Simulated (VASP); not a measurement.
# ZrTi2Si2 (P6/mmm) in VASP: single point with PBE

Aim: the single point of ZrTi2Si2 with PBE.

All numbers are computed with VASP 6.6.1; they aren't measurements. Logs are shortened: lines on timing, memory, paths and dates and some standing lists are left out, and cuts for length are marked.

## Step 1: The cell of the first run

It takes space group P6/mmm (No. 191, hexagonal). Conventional cell: a = 3.741 Å, b = 3.741 Å, c = 6.669 Å, α = 90.00°, β = 90.00°, γ = 120.00°. Within 2.6 Å of Zr (site symmetry 6/mmm) lie 2 Ti at 1.97 Å. Ti (site symmetry 6mm) has 1 Zr at 1.97 Å and 6 Si at 2.55 Å within 2.6 Å. Si (site symmetry -6m2) has 3 Si at 2.16 Å and 6 Ti at 2.55 Å within 2.9 Å.

## Step 2: Single point, PBE

INCAR reads:

```
  PREC = Accurate
  ENCUT = 520
  EDIFF = 1E-7
  ISMEAR = 0
  SIGMA = 0.1
  LREAL = F
  LASPH = T
  NELM = 60
  ALGO = Normal
  ISIF = 2
  LWAVE = F
  LCHARG = F
  GGA = PE
  NBANDS = 30
```

KPOINTS reads:

```
Automatic mesh
0
Gamma
  6 6 4
```

POSCAR reads:

```
ZrTi2Si2
1.0
    3.7408374700      0.0000000000      0.0000000000
   -1.8704187300      3.2396602800      0.0000000000
    0.0000000000      0.0000000000      6.6694536900
Zr Ti Si
1 2 2
Direct
    0.0000000000      0.0000000000      0.5000000000
    0.0000000000      0.0000000000      0.2042982800
    0.0000000000      0.0000000000      0.7957017200
    0.3333333300      0.6666666700      0.0000000000
    0.6666666700      0.3333333300      0.0000000000
```

Potentials or basis: VASP PAW PBE potentials, release 64 (Zr_sv, Ti_sv, Si).

On the command line:

```console
$ cat potpaw_PBE.64/Zr_sv/POTCAR potpaw_PBE.64/Ti_sv/POTCAR potpaw_PBE.64/Si/POTCAR > POTCAR
$ mpirun -np 1 vasp_std > vasp.out
```

OUTCAR:

```text
PREC = Accurate
   ENCUT = 520
   EDIFF = 1E-7
   ISMEAR = 0
   LREAL = F
   LASPH = T
   NELM = 60
   ISIF = 2
   GGA = PE

 ion  position               nearest neighbor table
   1  0.000  0.000  0.500-   2 1.97   3 1.97
   2  0.000  0.000  0.204-   1 1.97   4 2.55   5 2.55   4 2.55   5 2.55   5 2.55   4 2.55   3 2.73

   3  0.000  0.000  0.796-   1 1.97   4 2.55   5 2.55   4 2.55   5 2.55   5 2.55   4 2.55   2 2.73

   4  0.333  0.667  0.000-   5 2.16   5 2.16   5 2.16   2 2.55   3 2.55   3 2.55   2 2.55   3 2.55
                             2 2.55
   5  0.667  0.333  0.000-   4 2.16   4 2.16   4 2.16   2 2.55   3 2.55   2 2.55   3 2.55   2 2.55
                             3 2.55

  LATTYP: Found a hexagonal cell.
 ALAT       =     3.7408374700
 C/A-ratio  =     1.7828771615

  Lattice vectors:

 A1 = (   3.7408374700,   0.0000000000,   0.0000000000)
 A2 = (  -1.8704187300,   3.2396602800,   0.0000000000)
 A3 = (   0.0000000000,   0.0000000000,   6.6694536900)

Analysis of symmetry for initial positions (statically):
=====================================================================
 Subroutine PRICEL returns:
 Original cell was already a primitive cell.

 Routine SETGRP: Setting up the symmetry group for a
 hexagonal supercell.

 Subroutine GETGRP returns: Found 24 space group operations
 (whereof 24 operations were pure point group operations)
 out of a pool of 24 trial point group operations.

The static configuration has the point symmetry D_6h.

Analysis of symmetry for dynamics (positions and initial velocities):
=====================================================================
 Subroutine PRICEL returns:
 Original cell was already a primitive cell.

 Routine SETGRP: Setting up the symmetry group for a
 hexagonal supercell.

 Subroutine GETGRP returns: Found 24 space group operations
 (whereof 24 operations were pure point group operations)
 out of a pool of 24 trial point group operations.

The dynamic configuration has the point symmetry D_6h.

 Subroutine INISYM returns: Found 24 space group operations
 (whereof 24 operations are pure point group operations),
 and found     1 'primitive' translations

----------------------------------------------------------------------------------------

                                     Primitive cell

  volume of cell :      80.8274

  direct lattice vectors                    reciprocal lattice vectors
     3.740837470  0.000000000  0.000000000     0.267319820  0.154337170  0.000000000
    -1.870418730  3.239660280  0.000000000     0.000000000  0.308674340  0.000000000
     0.000000000  0.000000000  6.669453690     0.000000000  0.000000000  0.149937318

  length of vectors
     3.740837470  3.740837467  6.669453690     0.308674340  0.308674340  0.149937318

  position of ions in fractional coordinates (direct lattice)
     0.000000000  0.000000000  0.500000000
     0.000000000  0.000000000  0.204298280
     0.000000000  0.000000000  0.795701720
     0.333333330  0.666666670  0.000000000
     0.666666670  0.333333330  0.000000000

  ion indices of the primitive-cell ions
   primitive index   ion index
                 1           1
                 2           2
                 3           3
                 4           4
                 5           5

----------------------------------------------------------------------------------------

 KPOINTS: Automatic mesh

Automatic generation of k-mesh.
 Grid dimensions read from file:
 generate k-points for:    6    6    4

 Generating k-lattice:

  Cartesian coordinates                     Fractional coordinates (reciprocal lattice)
     0.044553303  0.025722862  0.000000000     0.166666667 -0.000000000  0.000000000
     0.000000000  0.051445723  0.000000000     0.000000000  0.166666667  0.000000000
     0.000000000  0.000000000  0.037484330     0.000000000  0.000000000  0.250000000

  Length of vectors
     0.051445723  0.051445723  0.037484330

  Shift w.r.t. Gamma in fractional coordinates (k-lattice)
     0.000000000  0.000000000  0.000000000

 Subroutine IBZKPT returns following result:
 ===========================================

 Found     21 irreducible k-points:

 Following reciprocal coordinates:
            Coordinates               Weight
  0.000000  0.000000  0.000000      1.000000
  0.166667  0.000000  0.000000      6.000000
  0.333333 -0.000000  0.000000      6.000000
  0.500000  0.000000  0.000000      3.000000
  0.166667  0.166667  0.000000      6.000000
  0.333333  0.166667  0.000000     12.000000
[... 13 lines left out ...]
  0.333333  0.166667  0.500000     12.000000
  0.333333  0.333333  0.500000      2.000000
   k-points           NKPTS =     21   k-points in BZ     NKDIM =     21   number of bands    NBANDS=     30
   number of dos      NEDOS =    301   number of ions     NIONS =      5
   total plane-waves  NPLWV =  39200
   dimension x,y,z NGX =    28 NGY =   28 NGZ =   50
   dimension x,y,z NGXF=    56 NGYF=   56 NGZF=  100
   ions per type =               1   2   2
   NGX,Y,Z   is equivalent  to a cutoff of  12.44, 12.44, 12.46 a.u.
   NGXF,Y,Z  is equivalent  to a cutoff of  24.89, 24.89, 24.93 a.u.
 SYSTEM =  unknown system
   PREC   = accura    normal or accurate (medium, high low for compatibility)
   ISTART =      0    job   : 0-new  1-cont  2-samecut
   ICHARG =      2    charge: 1-file 2-atom 10-const
   ISPIN  =      1    spin polarized calculation?
   LNONCOLLINEAR =      F non collinear calculations
   LSORBIT =      F    spin-orbit coupling
   LASPH  =      T    aspherical Exc in radial PAW
   ENCUT  =  520.0 eV  38.22 Ry    6.18 a.u.   6.96  6.96 12.40*2*pi/ulx,y,z
   NELM   =     60;   NELMIN=  2; NELMDL= -5     # of ELM steps
   EDIFF  = 0.1E-06   stopping-criterion for ELM
   LREAL  =      F    real-space projection
   EDIFFG = 0.1E-05   stopping-criterion for IOM
   NSW    =      0    number of steps for IOM
   IBRION =     -1    ionic relax: 0-MD 1-quasi-New 2-CG
   NFREE  =      0    steps in history (QN), initial steepest desc. (CG)
   ISIF   =      2    stress and relaxation
   ISYM   =      2    0-nonsym 1-usesym 2-fastsym
   POTIM  = 0.5000    time-step for ionic-motion
   TEBEG  =    0.0;   TEEND  =   0.0 temperature during run
   PSTRESS=    0.0 pullay stress
   NELECT =      44.0000    total number of electrons
   NUPDOWN=      -1.0000    fix difference up-down
   EMIN   =  10.00;   EMAX   =-10.00  energy-range for DOS
   EFERMI =   0.00;   METHOD = LEGACY
   ISMEAR =     0;   SIGMA  =   0.10  broadening in eV -4-tet -1-fermi 0-gaus
   EFERMI_NEDOS =   21; number of points for ismear=-14 and -15
   IALGO  =     38    algorithm
   IMIX   =      4    mixing-type and parameters
     AMIX     =   0.40;   BMIX     =  1.00
     AMIX_MAG =   1.60;   BMIX_MAG =  1.00
  volume/ion in A,a.u.               =      16.17       109.09
  Fermi-wavevector in a.u.,A,eV,Ry     =   1.336717  2.526029 24.311065  1.786813
  Thomas-Fermi vector in A             =   2.465322
   LORBIT       =      0    0 simple, 1 ext, 2 COOP (PROOUT), +10 PAW based schemes
   GGA     = PE    functional components
   LHFCALC =     F    Hartree Fock is set to
   AEXX    =    0.0000 exact exchange contribution
   IVDW    =     0    specifies the selected vdW correction
   LEPSILON=     F    determine dielectric tensor
   LRPA    =     F    only Hartree local field effects (RPA)
 non-spin polarized calculation
 Gauss-broadening in eV      SIGMA  =   0.10
  energy-cutoff  :      520.00
  volume of cell :       80.83
 maximum number of plane-waves:      2198
 NGX is ok and might be reduce to    28
   NGX = 13   NGY = 13   NGZ = 25

 number of electron      44.0000008 magnetization

 Free energy of the ion-electron system (eV)
  ---------------------------------------------------
  ext. energy  EPLUGINS =         0.00000000
  ---------------------------------------------------
  free energy    TOTEN  =       -28.75970517 eV

  energy without entropy =      -28.74327915  energy(sigma->0) =      -28.75149216

 E-fermi :   9.6284     XC(G=0): -11.2374

 val. band max:        9.6202741268   @ k =   0.0000   0.0000   0.0000
 cond. band min:       9.6453053062   @ k =   0.3333   0.3333   0.5000
 fundamental gap:      0.0250311793
 Fermi energy:         9.6283666423

 k-point     1 :       0.0000    0.0000    0.0000
  band No.  band energies     occupation
      1     -46.7957      2.00000
      2     -46.6918      2.00000
      3     -39.0048      2.00000
      4     -24.4864      2.00000
      5     -23.3500      2.00000
      6     -23.0286      2.00000
[... 22 lines left out ...]
     29      13.5252      0.00000
     30      13.6926      0.00000

 k-point     2 :       0.1667    0.0000    0.0000
  band No.  band energies     occupation
      1     -46.7946      2.00000
      2     -46.6909      2.00000
      3     -39.0018      2.00000
      4     -24.4845      2.00000
      5     -23.3465      2.00000
      6     -23.0455      2.00000
[... 22 lines left out ...]
     29      13.3625      0.00000
     30      13.4092      0.00000

 k-point     3 :       0.3333   -0.0000    0.0000
  band No.  band energies     occupation
      1     -46.7925      2.00000
      2     -46.6891      2.00000
      3     -38.9958      2.00000
      4     -24.4808      2.00000
      5     -23.3391      2.00000
      6     -23.0793      2.00000
[... 22 lines left out ...]
     29      12.9234      0.00000
     30      14.0007      0.00000

 k-point     4 :       0.5000    0.0000    0.0000
  band No.  band energies     occupation
      1     -46.7914      2.00000
      2     -46.6882      2.00000
      3     -38.9928      2.00000
      4     -24.4789      2.00000
      5     -23.3352      2.00000
      6     -23.0964      2.00000
[... 517 lines left out ...]
     29      13.1389      0.00000
     30      13.2541      0.00000

 k-point    20 :       0.3333    0.1667    0.5000
  band No.  band energies     occupation
      1     -46.7495      2.00000
      2     -46.7313      2.00000
      3     -38.9884      2.00000
      4     -24.7465      2.00000
      5     -23.0489      2.00000
      6     -23.0286      2.00000
[... 22 lines left out ...]
     29      12.5162      0.00000
     30      13.2782      0.00000

 k-point    21 :       0.3333    0.3333    0.5000
  band No.  band energies     occupation
      1     -46.7490      2.00000
      2     -46.7307      2.00000
      3     -38.9869      2.00000
      4     -24.7447      2.00000
      5     -23.0373      2.00000
      6     -23.0373      2.00000
[... 22 lines left out ...]
     29      12.3956      0.00000
     30      12.3956      0.00000

------------------------ aborting loop because EDIFF is reached ----------------------------------------

  FORCE on cell =-STRESS in cart. coord.  units (eV):
  Direction    XX          YY          ZZ          XY          YZ          ZX
  --------------------------------------------------------------------------------------
  -------------------------------------------------------------------------------------
  Total        7.5720299      7.5720299     40.6294755      0.0000000     -0.0000000      0.0000000
  in kB      150.0943444    150.0943443    805.3658804      0.0000002     -0.0000000      0.0000000
  external PRESSURE =     368.5181897 kB  Pullay stress =       0.0000000 kB

 VOLUME and BASIS-vectors are now :
 -----------------------------------------------------------------------------
  energy-cutoff  :      520.00
  volume of cell :       80.83
      direct lattice vectors                 reciprocal lattice vectors
     3.740837470  0.000000000  0.000000000     0.267319820  0.154337170  0.000000000
    -1.870418730  3.239660280  0.000000000     0.000000000  0.308674340  0.000000000
     0.000000000  0.000000000  6.669453690     0.000000000  0.000000000  0.149937318

 POSITION                                       TOTAL-FORCE (eV/Angst)
 -----------------------------------------------------------------------------------
      0.00000      0.00000      3.33473        -0.000000      0.000000      0.000000
      0.00000      0.00000      1.36256        -0.000000      0.000000     -5.133226
      0.00000      0.00000      5.30690        -0.000000     -0.000000      5.133226
     -0.00000      2.15977      0.00000        -0.000000      0.000000      0.000000
      1.87042      1.07989      0.00000         0.000000      0.000000     -0.000000
 -----------------------------------------------------------------------------------
    total drift:                               -0.000000     -0.000000      0.000000

  FREE ENERGIE OF THE ION-ELECTRON SYSTEM (eV)
  ---------------------------------------------------
  free  energy   TOTEN  =       -28.7597051677 eV

  energy  without entropy=      -28.7432791535  energy(sigma->0) =      -28.75149216
```

It took 55 s on 1 thread of Intel Xeon Platinum 8488C (Sapphire Rapids), shared host; peak memory 0.21 GiB.

Results:

| Item | Value |
| --- | --- |
| Free energy | -28.7597 eV |
| Pressure | 36.9 GPa |
| Largest force | 5.133 eV/Å |
| Band gap on the k mesh | zero (band 22 reaches 9.99 eV, above the bottom of band 23 at 9.19 eV) |

Forces in eV/Å, atoms in the order of the input:
```
Zr   0.000  0.000  0.000
Ti   0.000  0.000 -5.133
Ti   0.000  0.000  5.133
Si   0.000  0.000  0.000
Si   0.000  0.000  0.000
```

Caveat: forces of over 1 eV/Å act on the atoms, so gaps and moduli don't describe the material at rest.
